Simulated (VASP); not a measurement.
# Ta (Im-3m) in VASP: single point with LDA

Aim: the single point of Ta with LDA.

All numbers are computed with VASP 6.6.1; they aren't measurements. Logs are shortened: lines on timing, memory, paths and dates and some standing lists are left out, and cuts for length are marked.

## (1) The cell of the first run

It takes space group Im-3m (No. 229, cubic). The conventional cell has a = 3.232 Å, b = 3.232 Å, c = 3.232 Å, α = 90.00°, β = 90.00°, γ = 90.00°. Within 3.7 Å of Ta (site symmetry m-3m) lie 14 Ta at 2.80 to 3.23 Å.

## (2) Single point, LDA (16.87 Å³/atom)

Contents of INCAR:

```
SYSTEM = Ta
  ALGO = Normal
  EDIFF = 1E-6
  ENCUT = 500
  GGA = CA
  GGA_COMPAT = .FALSE.
  ISIF = 2
  ISMEAR = 0
  LASPH = .TRUE.
  LCHARG = .FALSE.
  LREAL = .FALSE.
  LWAVE = .FALSE.
  NBANDS = 12
  NELM = 120
  PREC = Accurate
  SIGMA = 0.05
```

Contents of KPOINTS:

```
k-points
0
G
  18 18 18
  0 0 0
```

Contents of POSCAR:

```
Ta
1.0
   -1.6158057953      1.6158057953      1.6158057953
    1.6158057953     -1.6158057953      1.6158057953
    1.6158057953      1.6158057953     -1.6158057953
Ta
1
Direct
    0.0000000000      0.0000000000      0.0000000000
```

Potentials or basis: VASP PAW LDA potentials, release 64 (Ta_sv_GW).

Run with:

```bash
$ cat potpaw_LDA.64/Ta_sv_GW/POTCAR > POTCAR
$ mpirun -np 1 vasp_std > vasp.out
```

OUTCAR:

```text
SYSTEM = Ta
   EDIFF = 1E-6
   ENCUT = 500
   GGA = CA
   ISIF = 2
   ISMEAR = 0
   LASPH = .TRUE.
   LREAL = .FALSE.
   NELM = 120
   PREC = Accurate

 ion  position               nearest neighbor table
   1  0.000  0.000  0.000-

  LATTYP: Found a body centered cubic cell.
 ALAT       =     3.2316115906

  Lattice vectors:

 A1 = (  -1.6158057953,   1.6158057953,   1.6158057953)
 A2 = (   1.6158057953,  -1.6158057953,   1.6158057953)
 A3 = (   1.6158057953,   1.6158057953,  -1.6158057953)

Analysis of symmetry for initial positions (statically):
=====================================================================
 Subroutine PRICEL returns:
 Original cell was already a primitive cell.

 Routine SETGRP: Setting up the symmetry group for a
 body centered cubic supercell.

 Subroutine GETGRP returns: Found 48 space group operations
 (whereof 48 operations were pure point group operations)
 out of a pool of 48 trial point group operations.

The static configuration has the point symmetry O_h .

Analysis of symmetry for dynamics (positions and initial velocities):
=====================================================================
 Subroutine PRICEL returns:
 Original cell was already a primitive cell.

 Routine SETGRP: Setting up the symmetry group for a
 body centered cubic supercell.

 Subroutine GETGRP returns: Found 48 space group operations
 (whereof 48 operations were pure point group operations)
 out of a pool of 48 trial point group operations.

The dynamic configuration has the point symmetry O_h .

 Subroutine INISYM returns: Found 48 space group operations
 (whereof 48 operations are pure point group operations),
 and found     1 'primitive' translations

----------------------------------------------------------------------------------------

                                     Primitive cell

  volume of cell :      16.8744

  direct lattice vectors                    reciprocal lattice vectors
    -1.615805795  1.615805795  1.615805795     0.000000000  0.309443128  0.309443128
     1.615805795 -1.615805795  1.615805795     0.309443128  0.000000000  0.309443128
     1.615805795  1.615805795 -1.615805795     0.309443128  0.309443128  0.000000000

  length of vectors
[... 78 lines left out ...]
   ENCUT  =  500.0 eV  36.75 Ry    6.06 a.u.   5.10  5.10  5.10*2*pi/ulx,y,z
   NELM   =    120;   NELMIN=  2; NELMDL= -5     # of ELM steps
   EDIFF  = 0.1E-05   stopping-criterion for ELM
   LREAL  =      F    real-space projection
   EDIFFG = 0.1E-04   stopping-criterion for IOM
   NSW    =      0    number of steps for IOM
   IBRION =     -1    ionic relax: 0-MD 1-quasi-New 2-CG
   NFREE  =      0    steps in history (QN), initial steepest desc. (CG)
   ISIF   =      2    stress and relaxation
   ISYM   =      2    0-nonsym 1-usesym 2-fastsym
   POTIM  = 0.5000    time-step for ionic-motion
   TEBEG  =    0.0;   TEEND  =   0.0 temperature during run
   PSTRESS=    0.0 pullay stress
   NELECT =      13.0000    total number of electrons
   NUPDOWN=      -1.0000    fix difference up-down
   EMIN   =  10.00;   EMAX   =-10.00  energy-range for DOS
   EFERMI =   0.00;   METHOD = LEGACY
   ISMEAR =     0;   SIGMA  =   0.05  broadening in eV -4-tet -1-fermi 0-gaus
   EFERMI_NEDOS =   21; number of points for ismear=-14 and -15
   IALGO  =     38    algorithm
   IMIX   =      4    mixing-type and parameters
     AMIX     =   0.40;   BMIX     =  1.00
     AMIX_MAG =   1.60;   BMIX_MAG =  1.00
  volume/ion in A,a.u.               =      16.87       113.87
  Fermi-wavevector in a.u.,A,eV,Ry     =   1.500768  2.836040 30.644450  2.252304
  Thomas-Fermi vector in A             =   2.612225
   LORBIT       =      0    0 simple, 1 ext, 2 COOP (PROOUT), +10 PAW based schemes
   GGA     = CA    functional components
   LHFCALC =     F    Hartree Fock is set to
   AEXX    =    0.0000 exact exchange contribution
   IVDW    =     0    specifies the selected vdW correction
   LEPSILON=     F    determine dielectric tensor
   LRPA    =     F    only Hartree local field effects (RPA)
 non-spin polarized calculation
 Gauss-broadening in eV      SIGMA  =   0.05
  energy-cutoff  :      500.00
  volume of cell :       16.87
 maximum number of plane-waves:       444
   NGX = 11   NGY = 11   NGZ = 11

 number of electron      12.9999997 magnetization

 Free energy of the ion-electron system (eV)
  ---------------------------------------------------
  ext. energy  EPLUGINS =         0.00000000
  ---------------------------------------------------
  free energy    TOTEN  =       -15.31284641 eV

  energy without entropy =      -15.31106118  energy(sigma->0) =      -15.31195379

 E-fermi :  11.0662     XC(G=0): -13.6321

 val. band max:       11.0622747772   @ k =  -0.2778   0.3889   0.1111
 cond. band min:      11.0785532120   @ k =   0.3889   0.2222   0.0000
 fundamental gap:      0.0162784348
 Fermi energy:        11.0662320345

 k-point     1 :       0.0000    0.0000    0.0000
  band No.  band energies     occupation
      1     -55.5576      2.00000
      2     -21.5755      2.00000
      3     -21.5755      2.00000
      4     -21.5755      2.00000
      5       3.0116      2.00000
      6      11.7396      0.00000
      7      11.7396      0.00000
      8      11.7396      0.00000
      9      15.2331      0.00000
     10      15.2331      0.00000
     11      26.0127      0.00000
     12      26.0127      0.00000
[... 331 lines left out ...]
 k-point    24 :       0.3889    0.1111   -0.0000
  band No.  band energies     occupation
      1     -55.3993      2.00000
      2     -22.9582      2.00000
      3     -22.0870      2.00000
      4     -21.6517      2.00000
      5       6.8604      2.00000
      6       9.4413      2.00000
      7      12.0457      0.00000
      8      15.0143      0.00000
      9      16.4350      0.00000
     10      19.5893      0.00000
     11      23.4606      0.00000
     12      24.4093      0.00000

 [... further k-points ...]
[... 5 lines left out ...]
  --------------------------------------------------------------------------------------
  -------------------------------------------------------------------------------------
  Total        0.4088607      0.4088607      0.4088607     -0.0000000      0.0000000     -0.0000000
  in kB       38.8202621     38.8202621     38.8202621     -0.0000000      0.0000000     -0.0000000
  external PRESSURE =      38.8202621 kB  Pullay stress =       0.0000000 kB

 VOLUME and BASIS-vectors are now :
 -----------------------------------------------------------------------------
  energy-cutoff  :      500.00
  volume of cell :       16.87
      direct lattice vectors                 reciprocal lattice vectors
    -1.615805795  1.615805795  1.615805795     0.000000000  0.309443128  0.309443128
     1.615805795 -1.615805795  1.615805795     0.309443128  0.000000000  0.309443128
     1.615805795  1.615805795 -1.615805795     0.309443128  0.309443128  0.000000000

 POSITION                                       TOTAL-FORCE (eV/Angst)
 -----------------------------------------------------------------------------------
      0.00000      0.00000      0.00000         0.000000     -0.000000     -0.000000
 -----------------------------------------------------------------------------------
    total drift:                                0.000000     -0.000000     -0.000000

  FREE ENERGIE OF THE ION-ELECTRON SYSTEM (eV)
  ---------------------------------------------------
  free  energy   TOTEN  =       -15.3128464066 eV

  energy  without entropy=      -15.3110611786  energy(sigma->0) =      -15.31195379
```

OSZICAR:

```text
N       E                     dE             d eps       ncg     rms          rms(c)
DAV:   1     0.611425572382E+02    0.61143E+02   -0.76877E+03  4768   0.102E+03
DAV:   2    -0.140989843862E+02   -0.75242E+02   -0.72189E+02  5716   0.264E+02
DAV:   3    -0.160237001174E+02   -0.19247E+01   -0.19013E+01  5648   0.383E+01
DAV:   4    -0.160377295758E+02   -0.14029E-01   -0.14028E-01  5296   0.401E+00
DAV:   5    -0.160380090785E+02   -0.27950E-03   -0.27950E-03  6668   0.399E-01    0.879E+01
DAV:   6    -0.154571263154E+02    0.58088E+00   -0.55999E-01  5068   0.665E+00    0.571E+01
DAV:   7    -0.153552237556E+02    0.10190E+00   -0.83074E-01  5316   0.765E+00    0.111E+01
DAV:   8    -0.153127643975E+02    0.42459E-01   -0.13229E-01  4928   0.341E+00    0.102E+00
DAV:   9    -0.153128507899E+02   -0.86392E-04   -0.16197E-03  5420   0.456E-01    0.152E+00
DAV:  10    -0.153128457786E+02    0.50113E-05   -0.81229E-05  5300   0.115E-01    0.881E-01
DAV:  11    -0.153128464066E+02   -0.62805E-06   -0.72171E-06  5420   0.224E-02
   1 F= -.15312846E+02 E0= -.15311954E+02  d E =-.178523E-02
```

stdout:

```text
POSCAR found type information on POSCAR Ta
 POSCAR found :  1 types and       1 ions
 scaLAPACK will be used
 LDA part: xc-table for (Slater(with rela. corr.)+CA(PZ))
 , standard interpolation
 POSCAR, INCAR and KPOINTS ok, starting setup
 FFT: planning ... GRIDC
 FFT: planning ... GRID_SOFT
 FFT: planning ... GRID
 WAVECAR not read
 entering main loop
```

Wall time 18 s (1 thread of Intel Xeon Platinum 8488C (Sapphire Rapids), shared host); peak memory 0.15 GiB.

What came out:

| Quantity | Value |
| --- | --- |
| Free energy | -15.3128 eV |
| Pressure | 3.9 GPa |
| Band gap on the k mesh | zero (an odd number of electrons rules out a gap without spin polarisation) |

Levels at points of the mesh, in eV from the Fermi level:
| k point | band 2 | band 3 | band 4 | band 5 | band 6 | band 7 | band 8 | band 9 | band 10 | band 11 |
| --- | --- | --- | --- | --- | --- | --- | --- | --- | --- | --- |
| (0.00, 0.00, 0.00) | -32.64 | -32.64 | -32.64 | -8.05 | 0.67 | 0.67 | 0.67 | 4.17 | 4.17 | 14.95 |
| (0.50, 0.00, 0.00) | -34.11 | -33.11 | -32.65 | -4.65 | -1.77 | 2.10 | 4.09 | 5.19 | 8.42 | 12.10 |
| (0.50, 0.50, 0.50) | -33.66 | -33.66 | -33.66 | -4.21 | -4.21 | 7.34 | 7.34 | 7.34 | 9.33 | 9.33 |

Caveat: the cell stands under pressure; spin-orbit coupling is left out, which moves the levels of the heavy elements.
